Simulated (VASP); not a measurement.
# Cs (P6_3/mmc) in VASP: single point with r2SCAN

Aim: the single point of Cs with r2SCAN.

All numbers are computed with VASP 6.6.1; they aren't measurements. Logs are shortened: lines on timing, memory, paths and dates and some standing lists are left out, and cuts for length are marked.

### Step 1. The cell of the first run

It takes space group P6_3/mmc (No. 194, hexagonal). Conventional cell: a = 5.566 Å, b = 5.566 Å, c = 9.258 Å, α = 90.00°, β = 90.00°, γ = 120.00°.

This isn't the form of Cs at room conditions, which is bcc.

### Step 2. Single point, r2SCAN

The input, POSCAR:

```
Cs
1.0
    5.5663060538      0.0000000000      0.0000000000
   -2.7831530269      4.8205624479      0.0000000000
    0.0000000000      0.0000000000      9.2584789600
Cs
2
Direct
    0.3333333300      0.6666666700      0.2500000000
    0.6666666700      0.3333333300      0.7500000000
```

The input, INCAR.step1:

```
SYSTEM = Cs
  PREC = Accurate
  ENCUT = 520
  ISMEAR = 0
  SIGMA = 0.1
  LREAL = .FALSE.
  LASPH = .TRUE.
  NELM = 60
  NBANDS = 16
  GGA = PE
  ALGO = Normal
  EDIFF = 1E-4
  LWAVE = .TRUE.
  LCHARG = .FALSE.
```

The input, INCAR.step2:

```
SYSTEM = Cs
  PREC = Accurate
  ENCUT = 520
  EDIFF = 1E-6
  ISMEAR = 0
  SIGMA = 0.1
  LREAL = .FALSE.
  LASPH = .TRUE.
  NELM = 60
  ALGO = Normal
  ISIF = 2
  LWAVE = .FALSE.
  LCHARG = .FALSE.
  METAGGA = R2SCAN
  LMIXTAU = .TRUE.
  NBANDS = 16
  ISTART = 1
```

The input, KPOINTS:

```
Automatic mesh
0
G
  6 6 2
  0 0 0
```

Potentials or basis: VASP PAW PBE potentials, release 64 (Cs_sv).

Run with:

```console
> cat potpaw_PBE.64/Cs_sv/POTCAR > POTCAR
> cp INCAR.step1 INCAR
> mpirun -np 1 vasp_std > vasp.out
> cp INCAR.step2 INCAR
> mpirun -np 1 vasp_std > vasp.out
```

OUTCAR:

```text
SYSTEM = Cs
   PREC = Accurate
   ENCUT = 520
   EDIFF = 1E-6
   ISMEAR = 0
   LREAL = .FALSE.
   LASPH = .TRUE.
   NELM = 60
   ISIF = 2
   METAGGA = R2SCAN
   ISTART = 1

 ion  position               nearest neighbor table
   1  0.333  0.667  0.250-
   2  0.667  0.333  0.750-

  LATTYP: Found a hexagonal cell.
 ALAT       =     5.5663060538
 C/A-ratio  =     1.6633075635

  Lattice vectors:

 A1 = (   5.5663060538,   0.0000000000,   0.0000000000)
 A2 = (  -2.7831530269,   4.8205624479,   0.0000000000)
 A3 = (   0.0000000000,   0.0000000000,   9.2584789600)

Analysis of symmetry for initial positions (statically):
=====================================================================
 Subroutine PRICEL returns:
 Original cell was already a primitive cell.

 Routine SETGRP: Setting up the symmetry group for a
 hexagonal supercell.

 Subroutine GETGRP returns: Found 24 space group operations
 (whereof 12 operations were pure point group operations)
 out of a pool of 24 trial point group operations.

The static configuration has the point symmetry D_3d.
 The point group associated with its full space group is D_6h.

Analysis of symmetry for dynamics (positions and initial velocities):
=====================================================================
 Subroutine PRICEL returns:
 Original cell was already a primitive cell.

 Routine SETGRP: Setting up the symmetry group for a
 hexagonal supercell.

 Subroutine GETGRP returns: Found 24 space group operations
 (whereof 12 operations were pure point group operations)
 out of a pool of 24 trial point group operations.

The dynamic configuration has the point symmetry D_3d.
 The point group associated with its full space group is D_6h.

 Subroutine INISYM returns: Found 24 space group operations
 (whereof 12 operations are pure point group operations),
 and found     1 'primitive' translations

----------------------------------------------------------------------------------------

                                     Primitive cell

  volume of cell :     248.4302

  direct lattice vectors                    reciprocal lattice vectors
     5.566306054  0.000000000  0.000000000     0.179652357  0.103722336  0.000000000
    -2.783153027  4.820562448  0.000000000     0.000000000  0.207444673  0.000000000
     0.000000000  0.000000000  9.258478960     0.000000000  0.000000000  0.108009102

  length of vectors
     5.566306054  5.566306054  9.258478960     0.207444673  0.207444673  0.108009102

  position of ions in fractional coordinates (direct lattice)
     0.333333330  0.666666670  0.250000000
     0.666666670  0.333333330  0.750000000

  ion indices of the primitive-cell ions
   primitive index   ion index
                 1           1
                 2           2

----------------------------------------------------------------------------------------

 KPOINTS: Automatic mesh

Automatic generation of k-mesh.
 Grid dimensions read from file:
 generate k-points for:    6    6    2

 Generating k-lattice:

  Cartesian coordinates                     Fractional coordinates (reciprocal lattice)
     0.029942059  0.017287056  0.000000000     0.166666667  0.000000000  0.000000000
     0.000000000  0.034574112  0.000000000     0.000000000  0.166666667  0.000000000
     0.000000000  0.000000000  0.054004551     0.000000000  0.000000000  0.500000000

  Length of vectors
     0.034574112  0.034574112  0.054004551

  Shift w.r.t. Gamma in fractional coordinates (k-lattice)
     0.000000000  0.000000000  0.000000000

 Subroutine IBZKPT returns following result:
 ===========================================

 Found     14 irreducible k-points:

 Following reciprocal coordinates:
            Coordinates               Weight
  0.000000  0.000000  0.000000      1.000000
  0.166667  0.000000  0.000000      6.000000
  0.333333  0.000000  0.000000      6.000000
  0.500000 -0.000000  0.000000      3.000000
  0.166667  0.166667  0.000000      6.000000
  0.333333  0.166667  0.000000     12.000000
  0.333333  0.333333  0.000000      2.000000
  0.000000  0.000000  0.500000      1.000000
  0.166667  0.000000  0.500000      6.000000
  0.333333  0.000000  0.500000      6.000000
  0.500000 -0.000000  0.500000      3.000000
  0.166667  0.166667  0.500000      6.000000
  0.333333  0.166667  0.500000     12.000000
  0.333333  0.333333  0.500000      2.000000
   k-points           NKPTS =     14   k-points in BZ     NKDIM =     14   number of bands    NBANDS=     16
   number of dos      NEDOS =    301   number of ions     NIONS =      2
   total plane-waves  NPLWV = 123480
   dimension x,y,z NGX =    42 NGY =   42 NGZ =   70
   dimension x,y,z NGXF=    84 NGYF=   84 NGZF=  140
   ions per type =               2
   NGX,Y,Z   is equivalent  to a cutoff of  12.54, 12.54, 12.57 a.u.
   NGXF,Y,Z  is equivalent  to a cutoff of  25.09, 25.09, 25.14 a.u.
 SYSTEM =  Cs
   PREC   = accura    normal or accurate (medium, high low for compatibility)
   ISTART =      1    job   : 0-new  1-cont  2-samecut
   ICHARG =      0    charge: 1-file 2-atom 10-const
   ISPIN  =      1    spin polarized calculation?
   LNONCOLLINEAR =      F non collinear calculations
   LSORBIT =      F    spin-orbit coupling
   LASPH  =      T    aspherical Exc in radial PAW
   ENCUT  =  520.0 eV  38.22 Ry    6.18 a.u.  10.35 10.35 17.21*2*pi/ulx,y,z
   NELM   =     60;   NELMIN=  2; NELMDL=  0     # of ELM steps
   EDIFF  = 0.1E-05   stopping-criterion for ELM
   LREAL  =      F    real-space projection
   EDIFFG = 0.1E-04   stopping-criterion for IOM
   NSW    =      0    number of steps for IOM
   IBRION =     -1    ionic relax: 0-MD 1-quasi-New 2-CG
   NFREE  =      0    steps in history (QN), initial steepest desc. (CG)
   ISIF   =      2    stress and relaxation
   ISYM   =      2    0-nonsym 1-usesym 2-fastsym
   POTIM  = 0.5000    time-step for ionic-motion
   TEBEG  =    0.0;   TEEND  =   0.0 temperature during run
   PSTRESS=    0.0 pullay stress
   NELECT =      18.0000    total number of electrons
   NUPDOWN=      -1.0000    fix difference up-down
   EMIN   =  10.00;   EMAX   =-10.00  energy-range for DOS
   EFERMI =   0.00;   METHOD = LEGACY
   ISMEAR =     0;   SIGMA  =   0.10  broadening in eV -4-tet -1-fermi 0-gaus
   EFERMI_NEDOS =   21; number of points for ismear=-14 and -15
   IALGO  =     38    algorithm
   IMIX   =      4    mixing-type and parameters
     AMIX     =   0.40;   BMIX     =  1.00
     AMIX_MAG =   1.60;   BMIX_MAG =  1.00
  volume/ion in A,a.u.               =     124.22       838.24
  Fermi-wavevector in a.u.,A,eV,Ry     =   0.682492  1.289723  6.337529  0.465795
  Thomas-Fermi vector in A             =   1.761581
   LORBIT       =      0    0 simple, 1 ext, 2 COOP (PROOUT), +10 PAW based schemes
   METAGGA = R2SCAN    functional components
   LHFCALC =     F    Hartree Fock is set to
   AEXX    =    0.0000 exact exchange contribution
   IVDW    =     0    specifies the selected vdW correction
   LEPSILON=     F    determine dielectric tensor
   LRPA    =     F    only Hartree local field effects (RPA)
 non-spin polarized calculation
 Gauss-broadening in eV      SIGMA  =   0.10
  energy-cutoff  :      520.00
  volume of cell :      248.43
 maximum number of plane-waves:      6716
 NGX is ok and might be reduce to    42
   NGX = 21   NGY = 21   NGZ = 35

 number of electron      18.0000000 magnetization

 Free energy of the ion-electron system (eV)
  ---------------------------------------------------
  ext. energy  EPLUGINS =         0.00000000
  ---------------------------------------------------
  free energy    TOTEN  =       -50.06248152 eV

  energy without entropy =      -50.05637449  energy(sigma->0) =      -50.05942800

 E-fermi :   0.4246     XC(G=0):  -5.4430

 val. band max:        0.4098258780   @ k =   0.5000  -0.0000   0.0000
 cond. band min:       0.5625559843   @ k =   0.3333   0.1667   0.5000
 fundamental gap:      0.1527301062
 Fermi energy:         0.4246069500

 k-point     1 :       0.0000    0.0000    0.0000
  band No.  band energies     occupation
      1     -24.4778      2.00000
      2     -24.4735      2.00000
      3     -10.9558      2.00000
      4     -10.8685      2.00000
      5     -10.8685      2.00000
      6     -10.8555      2.00000
[... 8 lines left out ...]
     15       3.3225      0.00000
     16       3.3225      0.00000

 k-point     2 :       0.1667    0.0000    0.0000
  band No.  band energies     occupation
      1     -24.4767      2.00000
      2     -24.4729      2.00000
      3     -10.9464      2.00000
      4     -10.8902      2.00000
      5     -10.8776      2.00000
      6     -10.8750      2.00000
[... 8 lines left out ...]
     15       3.2295      0.00000
     16       3.2866      0.00000

 k-point     3 :       0.3333    0.0000    0.0000
  band No.  band energies     occupation
      1     -24.4744      2.00000
      2     -24.4718      2.00000
      3     -10.9342      2.00000
      4     -10.9242      2.00000
      5     -10.9199      2.00000
      6     -10.8874      2.00000
[... 8 lines left out ...]
     15       3.0765      0.00000
     16       3.7741      0.00000

 k-point     4 :       0.5000   -0.0000    0.0000
  band No.  band energies     occupation
      1     -24.4730      2.00000
      2     -24.4715      2.00000
      3     -10.9562      2.00000
      4     -10.9403      2.00000
      5     -10.9082      2.00000
      6     -10.8934      2.00000
[... 8 lines left out ...]
     15       2.9391      0.00000
     16       4.1246      0.00000

 k-point     5 :       0.1667    0.1667    0.0000
  band No.  band energies     occupation
      1     -24.4750      2.00000
      2     -24.4721      2.00000
      3     -10.9305      2.00000
      4     -10.9146      2.00000
      5     -10.9127      2.00000
      6     -10.8839      2.00000
[... 8 lines left out ...]
     15       2.9296      0.00000
     16       3.5386      0.00000

 k-point     6 :       0.3333    0.1667    0.0000
  band No.  band energies     occupation
      1     -24.4730      2.00000
      2     -24.4715      2.00000
      3     -10.9445      2.00000
      4     -10.9314      2.00000
      5     -10.9084      2.00000
      6     -10.9023      2.00000
[... 8 lines left out ...]
     15       2.5839      0.00000
     16       3.6472      0.00000

 k-point     7 :       0.3333    0.3333    0.0000
  band No.  band energies     occupation
      1     -24.4718      2.00000
      2     -24.4718      2.00000
      3     -10.9364      2.00000
      4     -10.9226      2.00000
      5     -10.9226      2.00000
      6     -10.9068      2.00000
[... 8 lines left out ...]
     15       2.5980      0.00000
     16       3.5847      0.00000

 k-point     8 :       0.0000    0.0000    0.5000
  band No.  band energies     occupation
      1     -24.4756      2.00000
      2     -24.4756      2.00000
      3     -10.9048      2.00000
      4     -10.9048      2.00000
      5     -10.8620      2.00000
      6     -10.8620      2.00000
[... 8 lines left out ...]
     15       3.0298      0.00000
     16       3.0298      0.00000

 k-point     9 :       0.1667    0.0000    0.5000
  band No.  band energies     occupation
      1     -24.4748      2.00000
      2     -24.4748      2.00000
      3     -10.9096      2.00000
      4     -10.9096      2.00000
      5     -10.8758      2.00000
      6     -10.8758      2.00000
[... 8 lines left out ...]
     15       3.1906      0.00000
     16       3.1906      0.00000

 k-point    10 :       0.3333    0.0000    0.5000
  band No.  band energies     occupation
      1     -24.4731      2.00000
      2     -24.4731      2.00000
      3     -10.9399      2.00000
      4     -10.9399      2.00000
      5     -10.8818      2.00000
      6     -10.8818      2.00000
[... 8 lines left out ...]
     15       3.4082      0.00000
     16       3.4082      0.00000

 k-point    11 :       0.5000   -0.0000    0.5000
  band No.  band energies     occupation
      1     -24.4723      2.00000
      2     -24.4723      2.00000
      3     -10.9593      2.00000
      4     -10.9593      2.00000
      5     -10.8824      2.00000
      6     -10.8824      2.00000
[... 8 lines left out ...]
     15       3.4234      0.00000
     16       3.4234      0.00000

 k-point    12 :       0.1667    0.1667    0.5000
  band No.  band energies     occupation
      1     -24.4735      2.00000
      2     -24.4735      2.00000
      3     -10.9273      2.00000
      4     -10.9273      2.00000
      5     -10.8856      2.00000
      6     -10.8856      2.00000
[... 8 lines left out ...]
     15       3.2245      0.00000
     16       3.2245      0.00000

 k-point    13 :       0.3333    0.1667    0.5000
  band No.  band energies     occupation
      1     -24.4723      2.00000
      2     -24.4723      2.00000
      3     -10.9487      2.00000
      4     -10.9487      2.00000
      5     -10.8986      2.00000
      6     -10.8986      2.00000
[... 8 lines left out ...]
     15       3.1940      0.00000
     16       3.1940      0.00000

 k-point    14 :       0.3333    0.3333    0.5000
  band No.  band energies     occupation
      1     -24.4718      2.00000
      2     -24.4718      2.00000
      3     -10.9392      2.00000
      4     -10.9392      2.00000
      5     -10.9217      2.00000
      6     -10.9217      2.00000
[... 8 lines left out ...]
     15       3.2743      0.00000
     16       3.2743      0.00000

------------------------ aborting loop because EDIFF is reached ----------------------------------------

  FORCE on cell =-STRESS in cart. coord.  units (eV):
  Direction    XX          YY          ZZ          XY          YZ          ZX
  --------------------------------------------------------------------------------------
  -------------------------------------------------------------------------------------
  Total        0.1031029      0.1031029     -0.2135420      0.0000000      0.0000000     -0.0000000
  in kB        0.6649315      0.6649315     -1.3771757      0.0000000      0.0000000     -0.0000000
  external PRESSURE =      -0.0157709 kB  Pullay stress =       0.0000000 kB

 VOLUME and BASIS-vectors are now :
 -----------------------------------------------------------------------------
  energy-cutoff  :      520.00
  volume of cell :      248.43
      direct lattice vectors                 reciprocal lattice vectors
     5.566306054  0.000000000  0.000000000     0.179652357  0.103722336  0.000000000
    -2.783153027  4.820562448  0.000000000     0.000000000  0.207444673  0.000000000
     0.000000000  0.000000000  9.258478960     0.000000000  0.000000000  0.108009102

 POSITION                                       TOTAL-FORCE (eV/Angst)
 -----------------------------------------------------------------------------------
     -0.00000      3.21371      2.31462         0.000000     -0.000000      0.000000
      2.78315      1.60685      6.94386        -0.000000      0.000000      0.000000
 -----------------------------------------------------------------------------------
    total drift:                               -0.000005      0.000003     -0.000000

  FREE ENERGIE OF THE ION-ELECTRON SYSTEM (eV)
  ---------------------------------------------------
  free  energy   TOTEN  =       -50.0624815194 eV

  energy  without entropy=      -50.0563744882  energy(sigma->0) =      -50.05942800
```

Run time: 7.3 min. Hardware: 1 thread of Intel Xeon 8259CL, shared host; peak memory 0.4 GiB.

What came out:

| Item | Value |
| --- | --- |
| Free energy | -50.0625 eV |
| Pressure | 0.0 GPa |
| Band gap on the k mesh | zero (bands 9 and 10 overlap by 1.90 eV) |

Caveat: the PAW data sets were made with another functional, which shifts forces and pressure a little; spin-orbit coupling is left out, which moves the levels of the heavy elements.
